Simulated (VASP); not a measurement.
Al, 2 atoms in the cell. The structure is cubic, space group Fd-3m (No. 227). Conventional cell: a = 5.570 Å, b = 5.570 Å, c = 5.570 Å, α = 90.00°, β = 90.00°, γ = 90.00°. Within 3.2 Å of Al (site symmetry -43m) lie 4 Al at 2.41 Å. 

| Property | Result |
| --- | --- |
| Program | VASP 6.6.1 |
| Task | relaxation of cell and atoms |
| Functional | PBE |
| Potentials or basis | VASP PAW PBE potentials, release 64 (Al) |
| Cutoff | 600 eV |
| k mesh | 7 × 7 × 7 |
| Occupations | fermi-dirac, width 0.05 eV |
| Spin | no spin polarisation |
| Target pressure | 10 GPa |
| Dipole correction | no |
| Further INCAR settings | ALGO = Normal; EDIFF = 1e-06; IBRION = 2; EDIFFG = -0.01; NSW = 80; ISIF = 3 |

Potentials or basis: VASP PAW PBE potentials, release 64 (Al).

Run with:

```sh
$ cat potpaw_PBE.64/Al/POTCAR > POTCAR
$ mpirun -np 1 vasp_std > vasp.out
```

Hardware: 1 thread of Intel Xeon 8259CL, on a shared host.

Task: Estimate the wall time of this run.

Result: Wall time 19 s on 1 thread of Intel Xeon 8259CL, on a shared host, peak memory 0.17 GiB. Counts: scf iterations 23, k points 20, ion steps 3.
